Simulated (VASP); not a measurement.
# V in VASP: further runs, part 2 of 2

VASP 6.6.1.

### Step 4. Relaxation of cell and atoms, PBEsol+D3(BJ), collinear spin, ferromagnetic start

This run uses another cell than the first one, of 13.89 Å³/atom.

INCAR reads:

```
SYSTEM = V
PREC = Accurate
ENCUT = 600
EDIFF = 1E-7
ISMEAR = -1
SIGMA = 0.05
LREAL = .FALSE.
LASPH = .TRUE.
NELM = 150
ALGO = Normal
ISIF = 3
LWAVE = .FALSE.
LCHARG = .FALSE.
ISPIN = 2
MAGMOM = 2
LORBIT = 11
LMAXMIX = 4
GGA = PS
IVDW = 12
IBRION = 2
NSW = 80
EDIFFG = -0.005
```

KPOINTS reads:

```
regular mesh
0
G
  12 12 12
  0 0 0
```

POSCAR reads:

```
V
1.0
   -1.5143500000      1.5143500000      1.5143500000
    1.5143500000     -1.5143500000      1.5143500000
    1.5143500000      1.5143500000     -1.5143500000
V
1
Direct
    0.0000000000      0.0000000000      0.0000000000
```

Potentials or basis: VASP PAW PBE potentials, release 64 (V_sv).

Run with:

```sh
$ cat potpaw_PBE.64/V_sv/POTCAR > POTCAR
$ mpirun -np 1 vasp_std > vasp.out
```

OUTCAR:

```text
SYSTEM = V
   PREC = Accurate
   ENCUT = 600
   EDIFF = 1E-7
   ISMEAR = -1
   LREAL = .FALSE.
   LASPH = .TRUE.
   NELM = 150
   ISIF = 3
   ISPIN = 2
   LORBIT = 11
   GGA = PS
   IVDW = 12
   IBRION = 2
   NSW = 80
   EDIFFG = -0.005
 IVDW          = 12

 ion  position               nearest neighbor table
   1  0.000  0.000  0.000-

  LATTYP: Found a body centered cubic cell.
 ALAT       =     3.0287000000

  Lattice vectors:

 A1 = (  -1.5143500000,   1.5143500000,   1.5143500000)
 A2 = (   1.5143500000,  -1.5143500000,   1.5143500000)
 A3 = (   1.5143500000,   1.5143500000,  -1.5143500000)

Analysis of symmetry for initial positions (statically):
=====================================================================
 Subroutine PRICEL returns:
 Original cell was already a primitive cell.

 Routine SETGRP: Setting up the symmetry group for a
 body centered cubic supercell.

 Subroutine GETGRP returns: Found 48 space group operations
 (whereof 48 operations were pure point group operations)
 out of a pool of 48 trial point group operations.

The static configuration has the point symmetry O_h .

Analysis of symmetry for dynamics (positions and initial velocities):
=====================================================================
 Subroutine PRICEL returns:
 Original cell was already a primitive cell.

 Routine SETGRP: Setting up the symmetry group for a
 body centered cubic supercell.

 Subroutine GETGRP returns: Found 48 space group operations
 (whereof 48 operations were pure point group operations)
 out of a pool of 48 trial point group operations.

The dynamic configuration has the point symmetry O_h .

Analysis of structural, dynamic, and magnetic symmetry:
=====================================================================
 Subroutine PRICEL returns:
 Original cell was already a primitive cell.

 Routine SETGRP: Setting up the symmetry group for a
 body centered cubic supercell.

 Subroutine GETGRP returns: Found 48 space group operations
 (whereof 48 operations were pure point group operations)
 out of a pool of 48 trial point group operations.

[... 115 lines left out ...]
   IALGO  =     38    algorithm
   IMIX   =      4    mixing-type and parameters
     AMIX     =   0.40;   BMIX     =  1.00
     AMIX_MAG =   1.60;   BMIX_MAG =  1.00
  volume/ion in A,a.u.               =      13.89        93.74
  Fermi-wavevector in a.u.,A,eV,Ry     =   1.601313  3.026044 34.888125  2.564205
  Thomas-Fermi vector in A             =   2.698311
   LORBIT       =     11    0 simple, 1 ext, 2 COOP (PROOUT), +10 PAW based schemes
   GGA     = PS    functional components
   LHFCALC =     F    Hartree Fock is set to
   AEXX    =    0.0000 exact exchange contribution
   IVDW    =    12    specifies the selected vdW correction
   LEPSILON=     F    determine dielectric tensor
   LRPA    =     F    only Hartree local field effects (RPA)
 conjugate gradient relaxation of ions
 spin polarized calculation
  energy-cutoff  :      600.00
  volume of cell :       13.89
 maximum number of plane-waves:       476
 NGX is ok and might be reduce to    24
   NGX = 11   NGY = 11   NGZ = 11

--------------------------------------- Ionic step        1  -------------------------------------------

 number of electron      13.0000003 magnetization       0.0001166

 Free energy of the ion-electron system (eV)
  ---------------------------------------------------
  ext. energy  EPLUGINS =         0.00000000
  ---------------------------------------------------
  free energy    TOTEN  =        -9.60047671 eV

  energy without entropy =       -9.58252825  energy(sigma->0) =       -9.59150248

 E-fermi :   9.1778     XC(G=0): -12.8890

 val. band max:        9.1690274489   @ k =   0.2500   0.0000   0.0000
 cond. band min:       9.1801473563   @ k =  -0.4167   0.5000   0.1667
 fundamental gap:      0.0111199074
 Fermi energy:         9.1778329131

 spin component 1

 k-point     1 :       0.0000    0.0000    0.0000
  band No.  band energies     occupation
      1     -54.3254      1.00000
      2     -27.7746      1.00000
      3     -27.7746      1.00000
      4     -27.7746      1.00000
      5       2.6557      1.00000
      6       9.5920      0.00025
      7       9.5920      0.00025
      8       9.5920      0.00025
      9      11.5191      0.00000
     10      11.5191      0.00000
     11      29.4309      0.00000
[... 907 lines left out ...]
 number of electron      13.0000004 magnetization      -0.0000000

 number of electron      13.0000004 magnetization       0.0000000

 Free energy of the ion-electron system (eV)
  ---------------------------------------------------
  ext. energy  EPLUGINS =         0.00000000
  ---------------------------------------------------
  free energy    TOTEN  =        -9.62143384 eV

  energy without entropy =       -9.60509084  energy(sigma->0) =       -9.61326234

 E-fermi :  10.6593     XC(G=0): -13.5285

 val. band max:       10.6359326748   @ k =  -0.4167   0.5000   0.0833
 cond. band min:      10.6615519663   @ k =  -0.3333   0.3333   0.1667
 fundamental gap:      0.0256192915
 Fermi energy:        10.6592683650

 spin component 1

 k-point     1 :       0.0000    0.0000    0.0000
  band No.  band energies     occupation
      1     -52.7110      1.00000
      2     -25.9538      1.00000
      3     -25.9538      1.00000
      4     -25.9538      1.00000
      5       3.8902      1.00000
      6      11.0926      0.00017
      7      11.0926      0.00017
      8      11.0926      0.00017
      9      13.3238      0.00000
     10      13.3238      0.00000
     11      31.8024      0.00000
[... 694 lines left out ...]
  FREE ENERGIE OF THE ION-ELECTRON SYSTEM (eV)
  ---------------------------------------------------
  free  energy   TOTEN  =       -10.3411234568 eV

  energy  without entropy=      -10.3247804648  energy(sigma->0) =      -10.33295196

 reached required accuracy - stopping structural energy minimisation

 total charge

# of ion       s       p       d       tot
------------------------------------------
    1        2.369   6.247   3.204  11.821

 magnetization (x)

# of ion       s       p       d       tot
------------------------------------------
    1        0.000  -0.000   0.000   0.000
```

OSZICAR:

```text
N       E                     dE             d eps       ncg     rms          rms(c)
DAV:   1     0.987089581369E+02    0.98709E+02   -0.77900E+03  3168   0.142E+03
DAV:   2    -0.910672096104E+01   -0.10782E+03   -0.10490E+03  3198   0.367E+02
[... 67 lines left out ...]
DAV:   2    -0.962144760637E+01    0.90758E-03   -0.27865E-03  3192   0.861E-01    0.680E-02
DAV:   3    -0.962143842478E+01    0.91816E-05   -0.11975E-05  3306   0.491E-02    0.391E-02
DAV:   4    -0.962143406226E+01    0.43625E-05   -0.88535E-06  3282   0.387E-02    0.282E-03
DAV:   5    -0.962143393861E+01    0.12365E-06   -0.10949E-07  2395   0.519E-03    0.864E-04
DAV:   6    -0.962143382123E+01    0.11738E-06   -0.16539E-08  1587   0.224E-03    0.108E-04
DAV:   7    -0.962143383642E+01   -0.15184E-07   -0.10769E-09  1584   0.605E-04
   7 F= -.10341123E+02 E0= -.10332952E+02  d E =-.263838E-04  mag=    -0.0000
```

Wall time 1.8 min (1 thread of Intel Xeon Platinum 8375C at 2.90GHz (Ice Lake), shared host); peak memory 0.18 GiB.

What came out:

* Free energy: -10.3411 eV
* Relaxed volume: 12.37 Å³/atom
* Relaxed cell: a = 2.524 Å, b = 2.524 Å, c = 2.524 Å, α = 109.47°, β = 109.47°, γ = 109.47°
* Space group after relaxing (to 0.1 Å): Im-3m (No. 229)
* Energy gained by relaxing: 99.9 meV/atom
* Ionic steps: 7
* Pressure after relaxing: 0.0 GPa
* Net moment: 0.00 μB per cell
* Valence electrons inside the program's atomic spheres: V 11.82
* Dispersion energy per atom: -0.720 eV

The path:
```
step  energy change (eV)  largest force (eV/Å)  pressure (GPa)  volume (Å³)
   1              0.0000                0.0000          -19.35        13.89
   2              0.0661                0.0000           37.72        10.78
   3             -0.0998                0.0000           -0.68        12.42
   4             -0.0999                0.0000           -0.10        12.38
   5             -0.0999                0.0000            0.39        12.35
   6             -0.0998                0.0000           -0.41        12.40
   7             -0.0999                0.0000            0.01        12.37
```

Final structure:
```xyz
1
Lattice="-1.4571 1.4571 1.4571 1.4571 -1.4571 1.4571 1.4571 1.4571 -1.4571" Properties=species:S:1:pos:R:3 pbc="T T T"
V     0.0000    0.0000    0.0000
```

Caveat: the PAW data sets were made with another functional, which shifts forces and pressure a little.

### Step 5. Single point, BLYP, collinear spin, ferromagnetic start

This run uses another cell than the first one, of 14.28 Å³/atom.

INCAR reads:

```
SYSTEM = V
  PREC = Accurate
  ENCUT = 520
  EDIFF = 1E-6
  ISMEAR = -4
  SIGMA = 0.05
  LREAL = .FALSE.
  LASPH = .TRUE.
  NELM = 150
  ALGO = Normal
  ISIF = 2
  LWAVE = .FALSE.
  LCHARG = .TRUE.
  ISPIN = 2
  MAGMOM = 1
  LORBIT = 11
  NUPDOWN = 1.0
  LMAXMIX = 4
  GGA = B5
  ALDAX = 1.0
  AGGAX = 1.0
  AGGAC = 1.0
  ALDAC = 0.0
  LELF = .TRUE.
  LVHAR = .TRUE.
  NBANDS = 16
```

KPOINTS reads:

```
regular mesh
0
G
  15 15 15
  0 0 0
```

POSCAR reads:

```
V
1.0
   -1.5283790200      1.5284356361      1.5282657788
    1.5284320927     -1.5283984104      1.5282820441
    1.5281182138      1.5281313805     -1.5282308611
V
1
Direct
    0.0000000000      0.0000000000      0.0000000000
```

Run with:

```sh
$ cat potpaw_PBE.64/V_sv/POTCAR > POTCAR
$ mpirun -np 1 vasp_std > vasp.out
```

Run time: 7 min. Hardware: 1 thread of Oxide Virtual Turin-like, shared host; peak memory 0.36 GiB.

The run converged, but its numbers aren't listed here, since they failed a check.

Caveat: the result breaks the symmetry of the cell; the PAW data sets were made with another functional, which shifts forces and pressure a little; the total moment is fixed, so each spin has its own Fermi level.

### Step 6. The runs side by side

```csv
task,level,cell,k mesh,cutoff (eV),grid for exact exchange (PRECFOCK),share of exact exchange,screening parameter,gap on the mesh (eV),pressure (GPa),moment (μB)
single point,HSE06,"a = 2.585 Å, angles 109.5°, 1 atom",6 × 6 × 6,520,Normal,0.25,0.2079 1/Å,none,0.8,0.78
single point,PBEsol+D3(BJ),"a = 2.523 Å, angles 109.5°, 1 atom",12 × 12 × 12,520,-,-,-,none,0.3,0.00
relaxation of cell and atoms,PBEsol+D3(BJ),"relaxed from a = 2.623 Å, angles 109.5°, 1 atom",12 × 12 × 12,600,-,-,-,none,0.0,0.00
```

Alike in all rows: potentials or basis VASP PAW PBE potentials, release 64 (V_sv); spin collinear, ferromagnetic start; smearing fermi-dirac 0.05 eV.

Caveats: some runs use coarse meshes; the PAW data sets were made with another functional, which shifts forces and pressure a little.

Total energies depend on the potentials used, so only differences within one code and one set of settings carry meaning.
